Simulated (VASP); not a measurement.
# SrO in VASP: settings compared

SrO is run at these levels: PBE, r2SCAN, HSE06; tasks: single point.

All numbers are computed with VASP 6.6.1; they aren't measurements. Logs are shortened: lines on timing, memory, paths and dates and some standing lists are left out, and cuts for length are marked.

## (1) The cell of the first run

The structure is tetragonal, space group I4/mmm (No. 139). The conventional cell has a = 3.649 Å, b = 3.649 Å, c = 5.251 Å, α = 90.00°, β = 90.00°, γ = 90.00°. Within 3.4 Å of Sr (site symmetry 4/mmm) lie 6 O at 2.58 to 2.63 Å. Within 3.4 Å of O (site symmetry 4/mmm) lie 6 Sr at 2.58 to 2.63 Å.

## (2) Single point, PBE (uniaxial z strain +1.8%)

The input, INCAR:

```
PREC = Accurate
ENCUT = 520
EDIFF = 1E-6
ISMEAR = -1
SIGMA = 0.02
LREAL = False
LASPH = True
NELM = 80
ALGO = Normal
ISIF = 2
LWAVE = False
LCHARG = False
GGA = PE
NBANDS = 15
```

The input, KPOINTS:

```
Automatic mesh
0
Gamma
  8 8 8
```

The input, POSCAR:

```
SrO
1.0
    0.0000000000      2.5798923266      2.6252984315
    2.5798923266      0.0000000000      2.6252984315
    2.5798923266      2.5798923266      0.0000000000
Sr O
1 1
Direct
    0.0000000000      0.0000000000      0.0000000000
    0.5000000000      0.5000000000      0.5000000000
```

Potentials or basis: VASP PAW PBE potentials, release 64 (Sr_sv, O).

Started as:

```sh
> cat potpaw_PBE.64/Sr_sv/POTCAR potpaw_PBE.64/O/POTCAR > POTCAR
> mpirun -np 1 vasp_std > vasp.out
```

OUTCAR:

```text
PREC = Accurate
   ENCUT = 520
   EDIFF = 1E-6
   ISMEAR = -1
   LREAL = False
   LASPH = True
   NELM = 80
   ISIF = 2
   GGA = PE

 ion  position               nearest neighbor table
   1  0.000  0.000  0.000-   2 2.58   2 2.58   2 2.58   2 2.58   2 2.63   2 2.63
   2  0.500  0.500  0.500-   1 2.58   1 2.58   1 2.58   1 2.58   1 2.63   1 2.63

  LATTYP: Found a body centered tetragonal cell.
 ALAT       =     3.6485187177
 C/A-ratio  =     1.4391037210

  Lattice vectors:

 A1 = (  -2.5798923266,   0.0000000000,   2.6252984315)
 A2 = (   2.5798923266,   0.0000000000,   2.6252984315)
 A3 = (   0.0000000000,   2.5798923266,  -2.6252984315)

Analysis of symmetry for initial positions (statically):
=====================================================================
 Subroutine PRICEL returns:
 Original cell was already a primitive cell.

 Routine SETGRP: Setting up the symmetry group for a
 body centered tetragonal supercell.

 Subroutine GETGRP returns: Found 16 space group operations
 (whereof 16 operations were pure point group operations)
 out of a pool of 16 trial point group operations.

The static configuration has the point symmetry D_4h.

Analysis of symmetry for dynamics (positions and initial velocities):
=====================================================================
 Subroutine PRICEL returns:
 Original cell was already a primitive cell.

 Routine SETGRP: Setting up the symmetry group for a
 body centered tetragonal supercell.

 Subroutine GETGRP returns: Found 16 space group operations
 (whereof 16 operations were pure point group operations)
 out of a pool of 16 trial point group operations.

The dynamic configuration has the point symmetry D_4h.

 Subroutine INISYM returns: Found 16 space group operations
 (whereof 16 operations are pure point group operations),
 and found     1 'primitive' translations

----------------------------------------------------------------------------------------

                                     Primitive cell

  volume of cell :      34.9472

  direct lattice vectors                    reciprocal lattice vectors
     0.000000000  2.579892327  2.625298432    -0.193806538  0.193806538  0.190454538
     2.579892327  0.000000000  2.625298432     0.193806538 -0.193806538  0.190454538
     2.579892327  2.579892327  0.000000000     0.193806538  0.193806538 -0.190454538

  length of vectors
     3.680765718  3.680765718  3.648518718     0.333758714  0.333758714  0.333758714

  position of ions in fractional coordinates (direct lattice)
     0.000000000  0.000000000  0.000000000
     0.500000000  0.500000000  0.500000000

  ion indices of the primitive-cell ions
   primitive index   ion index
                 1           1
                 2           2

----------------------------------------------------------------------------------------

 KPOINTS: Automatic mesh

Automatic generation of k-mesh.
 Grid dimensions read from file:
 generate k-points for:    8    8    8

 Generating k-lattice:

  Cartesian coordinates                     Fractional coordinates (reciprocal lattice)
    -0.024225817  0.024225817  0.023806817     0.125000000  0.000000000  0.000000000
     0.024225817 -0.024225817  0.023806817     0.000000000  0.125000000  0.000000000
     0.024225817  0.024225817 -0.023806817    -0.000000000 -0.000000000  0.125000000

  Length of vectors
     0.041719839  0.041719839  0.041719839

  Shift w.r.t. Gamma in fractional coordinates (k-lattice)
     0.000000000  0.000000000  0.000000000

 Subroutine IBZKPT returns following result:
 ===========================================

 Found     59 irreducible k-points:

 Following reciprocal coordinates:
            Coordinates               Weight
  0.000000  0.000000  0.000000      1.000000
  0.125000  0.000000  0.000000      8.000000
  0.250000  0.000000  0.000000      8.000000
  0.375000 -0.000000  0.000000      8.000000
  0.500000  0.000000  0.000000      4.000000
  0.125000  0.125000  0.000000      2.000000
[... 16 lines left out ...]
  0.250000  0.000000  0.125000     16.000000
  0.375000 -0.000000  0.125000     16.000000
 [... further k-points ...]
   k-points           NKPTS =     59   k-points in BZ     NKDIM =     59   number of bands    NBANDS=     15
   number of dos      NEDOS =    301   number of ions     NIONS =      2
   total plane-waves  NPLWV =  21952
   dimension x,y,z NGX =    28 NGY =   28 NGZ =   28
   dimension x,y,z NGXF=    56 NGYF=   56 NGZF=   56
   ions per type =               1   1
   NGX,Y,Z   is equivalent  to a cutoff of  12.65, 12.65, 12.76 a.u.
   NGXF,Y,Z  is equivalent  to a cutoff of  25.29, 25.29, 25.52 a.u.
 SYSTEM =  unknown system
   PREC   = accura    normal or accurate (medium, high low for compatibility)
   ISTART =      0    job   : 0-new  1-cont  2-samecut
   ICHARG =      2    charge: 1-file 2-atom 10-const
   ISPIN  =      1    spin polarized calculation?
   LNONCOLLINEAR =      F non collinear calculations
   LSORBIT =      F    spin-orbit coupling
   LASPH  =      T    aspherical Exc in radial PAW
   ENCUT  =  520.0 eV  38.22 Ry    6.18 a.u.   6.84  6.84  6.78*2*pi/ulx,y,z
   NELM   =     80;   NELMIN=  2; NELMDL= -5     # of ELM steps
   EDIFF  = 0.1E-05   stopping-criterion for ELM
   LREAL  =      F    real-space projection
   EDIFFG = 0.1E-04   stopping-criterion for IOM
   NSW    =      0    number of steps for IOM
   IBRION =     -1    ionic relax: 0-MD 1-quasi-New 2-CG
   NFREE  =      0    steps in history (QN), initial steepest desc. (CG)
   ISIF   =      2    stress and relaxation
   ISYM   =      2    0-nonsym 1-usesym 2-fastsym
   POTIM  = 0.5000    time-step for ionic-motion
   TEBEG  =    0.0;   TEEND  =   0.0 temperature during run
   PSTRESS=    0.0 pullay stress
   NELECT =      16.0000    total number of electrons
   NUPDOWN=      -1.0000    fix difference up-down
   EMIN   =  10.00;   EMAX   =-10.00  energy-range for DOS
   EFERMI =   0.00;   METHOD = LEGACY
   ISMEAR =    -1;   SIGMA  =   0.02  broadening in eV -4-tet -1-fermi 0-gaus
   EFERMI_NEDOS =   21; number of points for ismear=-14 and -15
   IALGO  =     38    algorithm
   IMIX   =      4    mixing-type and parameters
     AMIX     =   0.40;   BMIX     =  1.00
     AMIX_MAG =   1.60;   BMIX_MAG =  1.00
  volume/ion in A,a.u.               =      17.47       117.92
  Fermi-wavevector in a.u.,A,eV,Ry     =   1.261762  2.384385 21.661075  1.592044
  Thomas-Fermi vector in A             =   2.395205
   LORBIT       =      0    0 simple, 1 ext, 2 COOP (PROOUT), +10 PAW based schemes
   GGA     = PE    functional components
   LHFCALC =     F    Hartree Fock is set to
   AEXX    =    0.0000 exact exchange contribution
   IVDW    =     0    specifies the selected vdW correction
   LEPSILON=     F    determine dielectric tensor
   LRPA    =     F    only Hartree local field effects (RPA)
 non-spin polarized calculation
  energy-cutoff  :      520.00
  volume of cell :       34.95
 maximum number of plane-waves:       962
   NGX = 13   NGY = 13   NGZ = 13

 number of electron      16.0000000 magnetization

 Free energy of the ion-electron system (eV)
  ---------------------------------------------------
  ext. energy  EPLUGINS =         0.00000000
  ---------------------------------------------------
  free energy    TOTEN  =       -12.05154879 eV

  energy without entropy =      -12.05154879  energy(sigma->0) =      -12.05154879

 E-fermi :   1.9460     XC(G=0):  -9.8953

 val. band max:        1.5528085331   @ k =   0.0000   0.0000   0.0000
 cond. band min:       4.7943828477   @ k =   0.5000   0.0000   0.5000
 fundamental gap:      3.2415743146
 Fermi energy:         1.9460243874

 k-point     1 :       0.0000    0.0000    0.0000
  band No.  band energies     occupation
      1     -30.9525      2.00000
      2     -13.5218      2.00000
      3     -12.6285      2.00000
      4     -12.6132      2.00000
      5     -12.6132      2.00000
      6       1.4979      2.00000
      7       1.5528      2.00000
      8       1.5528      2.00000
      9       5.3145      0.00000
     10       7.5988      0.00000
     11       7.7274      0.00000
     12       7.7274      0.00000
     13       9.6852      0.00000
     14       9.9021      0.00000
     15      14.1107      0.00000

 k-point     2 :       0.1250    0.0000    0.0000
  band No.  band energies     occupation
      1     -30.9349      2.00000
      2     -13.8943      2.00000
      3     -12.6379      2.00000
      4     -12.6227      2.00000
      5     -12.2887      2.00000
      6       1.0873      2.00000
      7       1.3338      2.00000
      8       1.3621      2.00000
      9       6.0014      0.00000
     10       7.5326      0.00000
     11       7.9476      0.00000
     12       8.0178      0.00000
     13      10.0710      0.00000
     14      10.2947      0.00000
     15      15.0759      0.00000

 k-point     3 :       0.2500    0.0000    0.0000
  band No.  band energies     occupation
      1     -30.8919      2.00000
      2     -14.4491      2.00000
      3     -12.6703      2.00000
      4     -12.6451      2.00000
      5     -11.8399      2.00000
      6       0.2838      2.00000
      7       0.9336      2.00000
      8       0.9489      2.00000
      9       7.3940      0.00000
     10       7.5817      0.00000
     11       8.7587      0.00000
     12       8.8063      0.00000
     13      11.0416      0.00000
     14      11.2750      0.00000
     15      16.9755      0.00000
[... 343 lines left out ...]
 k-point    23 :       0.2500    0.0000    0.1250
  band No.  band energies     occupation
      1     -30.8941      2.00000
      2     -14.3104      2.00000
      3     -12.7218      2.00000
      4     -12.6961      2.00000
      5     -11.9313      2.00000
      6       0.3062      2.00000
      7       1.1430      2.00000
      8       1.2497      2.00000
      9       6.7574      0.00000
     10       7.0464      0.00000
     11       8.9872      0.00000
     12       9.1264      0.00000
     13      10.5322      0.00000
     14      11.4831      0.00000
     15      17.0360      0.00000

 k-point    24 :       0.3750   -0.0000    0.1250
  band No.  band energies     occupation
      1     -30.8510      2.00000
      2     -14.6829      2.00000
      3     -12.7545      2.00000
      4     -12.7277      2.00000
      5     -11.7102      2.00000
      6      -0.0782      2.00000
      7       0.7038      2.00000
      8       0.8811      2.00000
      9       7.0794      0.00000
     10       8.3470      0.00000
     11       9.8637      0.00000
     12      10.0251      0.00000
     13      11.7319      0.00000
     14      12.3763      0.00000
     15      16.9482      0.00000

 [... further k-points ...]
[... 5 lines left out ...]
  --------------------------------------------------------------------------------------
  -------------------------------------------------------------------------------------
  Total        0.3301294      0.3301294     -0.1195015      0.0000000     -0.0000000     -0.0000000
  in kB       15.1350180     15.1350180     -5.4786299      0.0000000     -0.0000000     -0.0000000
  external PRESSURE =       8.2638020 kB  Pullay stress =       0.0000000 kB

 VOLUME and BASIS-vectors are now :
 -----------------------------------------------------------------------------
  energy-cutoff  :      520.00
  volume of cell :       34.95
      direct lattice vectors                 reciprocal lattice vectors
     0.000000000  2.579892327  2.625298432    -0.193806538  0.193806538  0.190454538
     2.579892327  0.000000000  2.625298432     0.193806538 -0.193806538  0.190454538
     2.579892327  2.579892327  0.000000000     0.193806538  0.193806538 -0.190454538

 POSITION                                       TOTAL-FORCE (eV/Angst)
 -----------------------------------------------------------------------------------
      0.00000      0.00000      0.00000         0.000000      0.000000      0.000000
      2.57989      2.57989      2.62530        -0.000000     -0.000000     -0.000000
 -----------------------------------------------------------------------------------
    total drift:                                0.000000      0.000000      0.000000

  FREE ENERGIE OF THE ION-ELECTRON SYSTEM (eV)
  ---------------------------------------------------
  free  energy   TOTEN  =       -12.0515487929 eV

  energy  without entropy=      -12.0515487929  energy(sigma->0) =      -12.05154879
```

It took 15 s on 1 thread of Intel Xeon 6975P-C (Granite Rapids), shared host; peak memory 0.17 GiB.

Results:

```
Free energy            : -12.0515 eV
Pressure               : 0.8 GPa
Band gap on the k mesh : 3.24 eV, indirect (least direct gap 3.34 eV)
```

Stress tensor (GPa, compression positive):
```
 1.51  0.00  0.00
 0.00  1.51  0.00
 0.00  0.00 -0.55
```

Levels at points of the mesh, in eV from the valence-band top:
```
           k point  band 6  band 7  band 8  band 9  band 10  band 11
(0.00, 0.00, 0.00)   -0.05    0.00    0.00    3.76     6.05     6.17
(0.50, 0.00, 0.00)   -2.14   -1.11   -1.10    6.41     8.21     8.66
(0.50, 0.50, 0.00)   -0.56   -0.10   -0.10    3.30     7.58     9.98
(0.50, 0.00, 0.50)   -0.46   -0.17   -0.10    3.24     7.57     9.97
```

Caveat: the cell differs from its parent crystal (uniaxial z strain +1.8%). A k mesh can miss the band edges.

(Part 1 of 2 ends here.)
